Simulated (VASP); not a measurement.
Write the native input for VASP 6.6.1 that does the following.

| Item | Value |
| --- | --- |
| Task | single point |
| Functional | PBE |
| Dispersion | D3(BJ) |
| Potentials or basis | VASP PAW PBE potentials, release 64 (Cu_sv_GW) |
| Cutoff | 820 eV |
| k mesh | 18 × 18 × 10 |
| Occupations | gaussian, width 0.1 eV |
| Spin | no spin polarisation |
| Dipole correction | no |
| Further INCAR settings | ALGO = Normal; EDIFF = 1e-06; NBANDS = 26 |

The structure of Cu lies in POSCAR:

```
Cu
1.0
    2.5204857621      0.0000000000      0.0000000000
   -1.2602428810      2.1828046998      0.0000000000
    0.0000000000      0.0000000000      4.1160119731
Cu
2
Direct
    0.3333333333      0.6666666667      0.2500000000
    0.6666666667      0.3333333333      0.7500000000
```

This isn't the form of Cu at room conditions, which is fcc.

These files were run (other wordings do the same):

INCAR

```
  PREC = Accurate
  ENCUT = 820
  EDIFF = 1E-6
  ISMEAR = 0
  SIGMA = 0.1
  LREAL = F
  LASPH = T
  NELM = 120
  ALGO = Normal
  ISIF = 2
  LWAVE = F
  LCHARG = F
  GGA = PE
  IVDW = 12
  NBANDS = 26
  GGA_COMPAT = F
```

KPOINTS

```
regular mesh
0
Gamma
  18 18 10
```

Potentials or basis: VASP PAW PBE potentials, release 64 (Cu_sv_GW).

Run with:

```console
$ cat potpaw_PBE.64/Cu_sv_GW/POTCAR > POTCAR
$ mpirun -np 1 vasp_std > vasp.out
```

Results of the run:

The pressure is -1.9 GPa. The band gap on the k mesh is zero (bands 19 and 20 overlap by 6.10 eV) and the dispersion energy per atom is -0.609 eV.

Wall time 84 s on 1 thread of Intel(R) Xeon(R) 6975P-C (Granite Rapids), with other jobs on the host, peak memory 0.37 GiB.
